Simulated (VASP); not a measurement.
# Sc (P6_3/mmc) in VASP: notebook

Runs on Sc. Level: LDA. Tasks: single point.

All numbers are computed with VASP 6.6.1; they aren't measurements. Logs are shortened: lines on timing, memory, paths and dates and some standing lists are left out, and cuts for length are marked.

## Step 1: The cell of the first run

It takes space group P6_3/mmc (No. 194, hexagonal). The conventional cell has a = 3.227 Å, b = 3.227 Å, c = 5.009 Å, α = 90.00°, β = 90.00°, γ = 120.00°. Within 4.1 Å of Sc (site symmetry -6m2) lie 12 Sc at 3.12 to 3.23 Å.

## Step 2: Single point, LDA

File INCAR:

```
SYSTEM = Sc
  PREC = Accurate
  ENCUT = 500
  EDIFF = 1E-6
  ISMEAR = 0
  SIGMA = 0.2
  LREAL = .False.
  LASPH = .True.
  NELM = 120
  ALGO = Normal
  ISIF = 2
  LWAVE = .False.
  LCHARG = .False.
  GGA = CA
  NBANDS = 18
  GGA_COMPAT = .False.
```

File KPOINTS:

```
Automatic mesh
0
Gamma
  11 11 6
  0 0 0
```

File POSCAR:

```
Sc
1.0
    3.2269060027      0.0000000000      0.0000000000
   -1.6134530014      2.7945825740      0.0000000000
    0.0000000000      0.0000000000      5.0094253455
Sc
2
Direct
    0.3333333333      0.6666666667      0.2500000000
    0.6666666667      0.3333333333      0.7500000000
```

Potentials or basis: VASP PAW LDA potentials, release 64 (Sc_sv).

On the command line:

```sh
cat potpaw_LDA.64/Sc_sv/POTCAR > POTCAR
mpirun -np 1 vasp_std > vasp.out
```

OUTCAR:

```text
SYSTEM = Sc
   PREC = Accurate
   ENCUT = 500
   EDIFF = 1E-6
   ISMEAR = 0
   LREAL = .False.
   LASPH = .True.
   NELM = 120
   ISIF = 2
   GGA = CA

 ion  position               nearest neighbor table
   1  0.333  0.667  0.250-   2 3.12   2 3.12   2 3.12   2 3.12   2 3.12   2 3.12
   2  0.667  0.333  0.750-   1 3.12   1 3.12   1 3.12   1 3.12   1 3.12   1 3.12

  LATTYP: Found a hexagonal cell.
 ALAT       =     3.2269060027
 C/A-ratio  =     1.5523927072

  Lattice vectors:

 A1 = (   3.2269060027,   0.0000000000,   0.0000000000)
 A2 = (  -1.6134530014,   2.7945825740,   0.0000000000)
 A3 = (   0.0000000000,   0.0000000000,   5.0094253455)

Analysis of symmetry for initial positions (statically):
=====================================================================
 Subroutine PRICEL returns:
 Original cell was already a primitive cell.

 Routine SETGRP: Setting up the symmetry group for a
 hexagonal supercell.

 Subroutine GETGRP returns: Found 24 space group operations
 (whereof 12 operations were pure point group operations)
 out of a pool of 24 trial point group operations.

The static configuration has the point symmetry D_3d.
 The point group associated with its full space group is D_6h.

Analysis of symmetry for dynamics (positions and initial velocities):
=====================================================================
 Subroutine PRICEL returns:
 Original cell was already a primitive cell.

 Routine SETGRP: Setting up the symmetry group for a
 hexagonal supercell.

 Subroutine GETGRP returns: Found 24 space group operations
 (whereof 12 operations were pure point group operations)
 out of a pool of 24 trial point group operations.

The dynamic configuration has the point symmetry D_3d.
 The point group associated with its full space group is D_6h.

 Subroutine INISYM returns: Found 24 space group operations
 (whereof 12 operations are pure point group operations),
 and found     1 'primitive' translations

----------------------------------------------------------------------------------------

                                     Primitive cell

  volume of cell :      45.1743

  direct lattice vectors                    reciprocal lattice vectors
     3.226906003  0.000000000  0.000000000     0.309894369  0.178917597  0.000000000
    -1.613453001  2.794582574  0.000000000     0.000000000  0.357835195  0.000000000
     0.000000000  0.000000000  5.009425346     0.000000000  0.000000000  0.199623696

  length of vectors
     3.226906003  3.226906003  5.009425346     0.357835195  0.357835195  0.199623696

  position of ions in fractional coordinates (direct lattice)
     0.333333333  0.666666667  0.250000000
     0.666666667  0.333333333  0.750000000

  ion indices of the primitive-cell ions
   primitive index   ion index
                 1           1
                 2           2

----------------------------------------------------------------------------------------

 KPOINTS: Automatic mesh

Automatic generation of k-mesh.
 Grid dimensions read from file:
 generate k-points for:   11   11    6

 Generating k-lattice:

  Cartesian coordinates                     Fractional coordinates (reciprocal lattice)
     0.028172215  0.016265236  0.000000000     0.090909091  0.000000000  0.000000000
     0.000000000  0.032530472  0.000000000     0.000000000  0.090909091  0.000000000
     0.000000000  0.000000000  0.033270616     0.000000000  0.000000000  0.166666667

  Length of vectors
     0.032530472  0.032530472  0.033270616

  Shift w.r.t. Gamma in fractional coordinates (k-lattice)
     0.000000000  0.000000000  0.000000000

 Subroutine IBZKPT returns following result:
 ===========================================

 Found     64 irreducible k-points:

 Following reciprocal coordinates:
            Coordinates               Weight
  0.000000  0.000000  0.000000      1.000000
  0.090909 -0.000000  0.000000      6.000000
  0.181818 -0.000000  0.000000      6.000000
  0.272727  0.000000  0.000000      6.000000
  0.363636  0.000000  0.000000      6.000000
  0.454545 -0.000000  0.000000      6.000000
[... 16 lines left out ...]
  0.090909  0.090909  0.166667     12.000000
  0.181818  0.090909  0.166667     24.000000
 [... further k-points ...]
   k-points           NKPTS =     64   k-points in BZ     NKDIM =     64   number of bands    NBANDS=     18
   number of dos      NEDOS =    301   number of ions     NIONS =      2
   total plane-waves  NPLWV =  23040
   dimension x,y,z NGX =    24 NGY =   24 NGZ =   40
   dimension x,y,z NGXF=    48 NGYF=   48 NGZF=   80
   ions per type =               2
   NGX,Y,Z   is equivalent  to a cutoff of  12.36, 12.36, 13.27 a.u.
   NGXF,Y,Z  is equivalent  to a cutoff of  24.73, 24.73, 26.55 a.u.
 SYSTEM =  Sc
   PREC   = accura    normal or accurate (medium, high low for compatibility)
   ISTART =      0    job   : 0-new  1-cont  2-samecut
   ICHARG =      2    charge: 1-file 2-atom 10-const
   ISPIN  =      1    spin polarized calculation?
   LNONCOLLINEAR =      F non collinear calculations
   LSORBIT =      F    spin-orbit coupling
   LASPH  =      T    aspherical Exc in radial PAW
   ENCUT  =  500.0 eV  36.75 Ry    6.06 a.u.   5.88  5.88  9.13*2*pi/ulx,y,z
   NELM   =    120;   NELMIN=  2; NELMDL= -5     # of ELM steps
   EDIFF  = 0.1E-05   stopping-criterion for ELM
   LREAL  =      F    real-space projection
   EDIFFG = 0.1E-04   stopping-criterion for IOM
   NSW    =      0    number of steps for IOM
   IBRION =     -1    ionic relax: 0-MD 1-quasi-New 2-CG
   NFREE  =      0    steps in history (QN), initial steepest desc. (CG)
   ISIF   =      2    stress and relaxation
   ISYM   =      2    0-nonsym 1-usesym 2-fastsym
   POTIM  = 0.5000    time-step for ionic-motion
   TEBEG  =    0.0;   TEEND  =   0.0 temperature during run
   PSTRESS=    0.0 pullay stress
   NELECT =      22.0000    total number of electrons
   NUPDOWN=      -1.0000    fix difference up-down
   EMIN   =  10.00;   EMAX   =-10.00  energy-range for DOS
   EFERMI =   0.00;   METHOD = LEGACY
   ISMEAR =     0;   SIGMA  =   0.20  broadening in eV -4-tet -1-fermi 0-gaus
   EFERMI_NEDOS =   21; number of points for ismear=-14 and -15
   IALGO  =     38    algorithm
   IMIX   =      4    mixing-type and parameters
     AMIX     =   0.40;   BMIX     =  1.00
     AMIX_MAG =   1.60;   BMIX_MAG =  1.00
  volume/ion in A,a.u.               =      22.59       152.43
  Fermi-wavevector in a.u.,A,eV,Ry     =   1.288008  2.433983 22.571595  1.658965
  Thomas-Fermi vector in A             =   2.419988
   LORBIT       =      0    0 simple, 1 ext, 2 COOP (PROOUT), +10 PAW based schemes
   GGA     = CA    functional components
   LHFCALC =     F    Hartree Fock is set to
   AEXX    =    0.0000 exact exchange contribution
   IVDW    =     0    specifies the selected vdW correction
   LEPSILON=     F    determine dielectric tensor
   LRPA    =     F    only Hartree local field effects (RPA)
 non-spin polarized calculation
 Gauss-broadening in eV      SIGMA  =   0.20
  energy-cutoff  :      500.00
  volume of cell :       45.17
 maximum number of plane-waves:      1160
 NGX is ok and might be reduce to    24
   NGX = 11   NGY = 11   NGZ = 19

 number of electron      22.0000000 magnetization

 Free energy of the ion-electron system (eV)
  ---------------------------------------------------
  ext. energy  EPLUGINS =         0.00000000
  ---------------------------------------------------
  free energy    TOTEN  =       -13.48582458 eV

  energy without entropy =      -13.41253013  energy(sigma->0) =      -13.44917736

 E-fermi :   3.9780     XC(G=0): -10.5083

 val. band max:        3.9666021805   @ k =   0.3636   0.0000   0.0000
 cond. band min:       3.9917967442   @ k =   0.4545  -0.0000   0.3333
 fundamental gap:      0.0251945637
 Fermi energy:         3.9780359071

 k-point     1 :       0.0000    0.0000    0.0000
  band No.  band energies     occupation
      1     -44.6153      2.00000
      2     -44.5049      2.00000
      3     -23.8822      2.00000
      4     -23.4036      2.00000
      5     -23.4036      2.00000
      6     -23.3116      2.00000
[... 10 lines left out ...]
     17       6.4106      0.00000
     18       6.4106      0.00000

 k-point     2 :       0.0909   -0.0000    0.0000
  band No.  band energies     occupation
      1     -44.6094      2.00000
      2     -44.5030      2.00000
      3     -23.8673      2.00000
      4     -23.4320      2.00000
      5     -23.4135      2.00000
      6     -23.3414      2.00000
[... 10 lines left out ...]
     17       6.2636      0.00000
     18       6.2885      0.00000

 k-point     3 :       0.1818   -0.0000    0.0000
  band No.  band energies     occupation
      1     -44.5932      2.00000
      2     -44.4983      2.00000
      3     -23.8249      2.00000
      4     -23.5087      2.00000
      5     -23.4390      2.00000
      6     -23.4195      2.00000
[... 10 lines left out ...]
     17       6.5380      0.00000
     18       6.6262      0.00000

 k-point     4 :       0.2727    0.0000    0.0000
  band No.  band energies     occupation
      1     -44.5707      2.00000
      2     -44.4933      2.00000
      3     -23.7623      2.00000
      4     -23.6105      2.00000
      5     -23.5175      2.00000
      6     -23.4710      2.00000
[... 10 lines left out ...]
     17       7.0208      0.00000
     18       7.1588      0.00000

 k-point     5 :       0.3636    0.0000    0.0000
  band No.  band energies     occupation
      1     -44.5475      2.00000
      2     -44.4911      2.00000
      3     -23.7050      2.00000
      4     -23.6918      2.00000
      5     -23.6038      2.00000
      6     -23.4992      2.00000
[... 10 lines left out ...]
     17       7.6755      0.00000
     18       7.7392      0.00000

 k-point     6 :       0.4545   -0.0000    0.0000
  band No.  band energies     occupation
      1     -44.5313      2.00000
      2     -44.4923      2.00000
      3     -23.7612      2.00000
      4     -23.6538      2.00000
      5     -23.6360      2.00000
      6     -23.5156      2.00000
[... 10 lines left out ...]
     17       8.2137      0.00000
     18       8.4124      0.00000

 k-point     7 :       0.0909    0.0909    0.0000
  band No.  band energies     occupation
      1     -44.5984      2.00000
      2     -44.4997      2.00000
      3     -23.8386      2.00000
      4     -23.4778      2.00000
      5     -23.4452      2.00000
      6     -23.3836      2.00000
[... 10 lines left out ...]
     17       6.3502      0.00000
     18       6.5688      0.00000

 k-point     8 :       0.1818    0.0909    0.0000
  band No.  band energies     occupation
      1     -44.5789      2.00000
      2     -44.4949      2.00000
      3     -23.7859      2.00000
      4     -23.5594      2.00000
      5     -23.5107      2.00000
      6     -23.4363      2.00000
[... 10 lines left out ...]
     17       6.6805      0.00000
     18       7.0828      0.00000
[... 229 lines left out ...]
     17       6.6537      0.00000
     18       6.7723      0.00000

 k-point    20 :       0.2727    0.0000    0.1667
  band No.  band energies     occupation
      1     -44.5655      2.00000
      2     -44.4986      2.00000
      3     -23.7623      2.00000
      4     -23.5849      2.00000
      5     -23.5406      2.00000
      6     -23.4622      2.00000
[... 10 lines left out ...]
     17       7.0953      0.00000
     18       7.1202      0.00000

 k-point    21 :       0.3636    0.0000    0.1667
  band No.  band energies     occupation
      1     -44.5438      2.00000
      2     -44.4949      2.00000
      3     -23.7638      2.00000
      4     -23.6502      2.00000
      5     -23.5933      2.00000
      6     -23.4896      2.00000
[... 10 lines left out ...]
     17       7.6077      0.00000
     18       7.7240      0.00000

 k-point    22 :       0.4545   -0.0000    0.1667
  band No.  band energies     occupation
      1     -44.5286      2.00000
      2     -44.4949      2.00000
      3     -23.7962      2.00000
      4     -23.6925      2.00000
      5     -23.5777      2.00000
      6     -23.5055      2.00000
[... 10 lines left out ...]
     17       8.0635      0.00000
     18       8.3138      0.00000

 k-point    23 :       0.0909    0.0909    0.1667
  band No.  band energies     occupation
      1     -44.5918      2.00000
      2     -44.5064      2.00000
      3     -23.8091      2.00000
      4     -23.4666      2.00000
      5     -23.4455      2.00000
      6     -23.4050      2.00000
[... 10 lines left out ...]
     17       6.5586      0.00000
     18       6.7495      0.00000

 k-point    24 :       0.1818    0.0909    0.1667
  band No.  band energies     occupation
      1     -44.5734      2.00000
      2     -44.5006      2.00000
      3     -23.7728      2.00000
      4     -23.5442      2.00000
      5     -23.5180      2.00000
      6     -23.4459      2.00000
[... 10 lines left out ...]
     17       6.8283      0.00000
     18       7.1091      0.00000

 [... further k-points ...]
[... 5 lines left out ...]
  --------------------------------------------------------------------------------------
  -------------------------------------------------------------------------------------
  Total        0.0190925      0.0190925     -0.0408228     -0.0000000      0.0000000      0.0000000
  in kB        0.6771471      0.6771471     -1.4478442     -0.0000000      0.0000000      0.0000000
  external PRESSURE =      -0.0311833 kB  Pullay stress =       0.0000000 kB

 VOLUME and BASIS-vectors are now :
 -----------------------------------------------------------------------------
  energy-cutoff  :      500.00
  volume of cell :       45.17
      direct lattice vectors                 reciprocal lattice vectors
     3.226906003  0.000000000  0.000000000     0.309894369  0.178917597  0.000000000
    -1.613453001  2.794582574  0.000000000     0.000000000  0.357835195  0.000000000
     0.000000000  0.000000000  5.009425346     0.000000000  0.000000000  0.199623696

 POSITION                                       TOTAL-FORCE (eV/Angst)
 -----------------------------------------------------------------------------------
     -0.00000      1.86306      1.25236         0.000000      0.000000      0.000000
      1.61345      0.93153      3.75707        -0.000000     -0.000000      0.000000
 -----------------------------------------------------------------------------------
    total drift:                               -0.000000      0.000000     -0.000000

  FREE ENERGIE OF THE ION-ELECTRON SYSTEM (eV)
  ---------------------------------------------------
  free  energy   TOTEN  =       -13.4858245799 eV

  energy  without entropy=      -13.4125301317  energy(sigma->0) =      -13.44917736
```

Run time: 19 s. Hardware: 1 thread of Intel Xeon 6975P-C (Granite Rapids), shared host; peak memory 0.16 GiB.

What came out:

```yaml
Free_energy: -13.4858 eV
Pressure: 0.0 GPa
Band_gap_on_the_k_mesh: zero (band 11 reaches 5.00 eV, above the bottom of band 12 at 3.41 eV)
```

Stress tensor (GPa, compression positive):
```
 0.07  0.00  0.00
 0.00  0.07  0.00
 0.00  0.00 -0.14
```

## Step 3: Single point, LDA

File INCAR:

```
ALGO = Normal
EDIFF = 1E-6
ENCUT = 500
GGA = CA
GGA_COMPAT = F
ISIF = 2
ISMEAR = 0
LASPH = T
LCHARG = F
LREAL = F
LWAVE = F
NBANDS = 18
NELM = 120
PREC = Accurate
SIGMA = 0.3
```

File KPOINTS:

```
k-points
0
Gamma
  11 11 6
```

POSCAR is that of step 2.

Potentials or basis: VASP PAW LDA potentials, release 64 (Sc_sv).

On the command line:

```sh
cat potpaw_LDA.64/Sc_sv/POTCAR > POTCAR
mpirun -np 1 vasp_std > vasp.out
```

Wall time 13 s (1 thread of Intel Xeon 6975P-C (Granite Rapids), shared host); peak memory 0.16 GiB.

It converged, with:

```yaml
Free_energy: -13.5308 eV
Pressure: 0.1 GPa
Band_gap_on_the_k_mesh: zero (band 11 reaches 5.00 eV, above the bottom of band 12 at 3.41 eV)
```

Stress tensor (GPa, compression positive):
```
0.09 0.00 0.00
0.00 0.09 0.00
0.00 0.00 0.24
```

Levels at points of the mesh, in eV from the Fermi level:
```tsv
k point	band 8	band 9	band 10	band 11	band 12	band 13	band 14	band 15
(0.00, 0.00, 0.00)	-27.25	-5.22	-1.76	0.95	1.64	1.64	1.96	2.15
(0.00, 0.00, 0.50)	-27.33	-3.57	-3.57	1.02	1.02	1.54	1.54	1.54
```

(Part 1 of 2 ends here.)
